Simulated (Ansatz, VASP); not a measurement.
Two plane-wave programs on GaAs3

```
CELL_PARAMETERS angstrom
0.00000 0.00000 4.96642
6.53074 0.00000 0.00000
-3.26537 5.65578 0.00000
ATOMIC_POSITIONS crystal
Ga 0.50000 0.33333 0.66667
Ga 0.50000 0.66667 0.33333
As 0.14538 0.34580 0.00000
As 0.14538 0.00000 0.34580
As 0.14538 0.65420 0.65420
As 0.85462 0.00000 0.65420
As 0.85462 0.65420 0.00000
As 0.85462 0.34580 0.34580
```

Alike in both runs: task single point; functional PBE; k mesh 4 × 6 × 6; occupations gaussian, width 0.2 eV; no spin polarisation.

```csv
,VASP,Ansatz
version,VASP 6.6.1,Ansatz 0.2.0
potentials or method,"VASP PAW PBE potentials, release 64 (Ga_d, As), cutoff 520 eV","scalar-relativistic, plane waves, PAW"
valence electrons in the cell,56,116
```

|  | VASP | Ansatz | Ansatz less VASP |
| --- | --- | --- | --- |
| gap on the k mesh at the Fermi level (eV) | none | none | - |
| pressure (GPa) | 0.3 | 0.1 | -0.19 |
| traceless stress, the component that is largest in VASP (GPa) | 0.16 | 0.15 | -0.013 |
| rms of the force components (eV/Å) | 0.028 | 0.026 | -0.0017 |

Atom by atom the forces differ by 0.019 eV/Å (rms over components). A gap of «none» marks a metal or a gap that the smearing closes. VASP's potentials hold 56 valence electrons a cell and Ansatz's 116, so a difference there can come from the potentials and not from the codes.
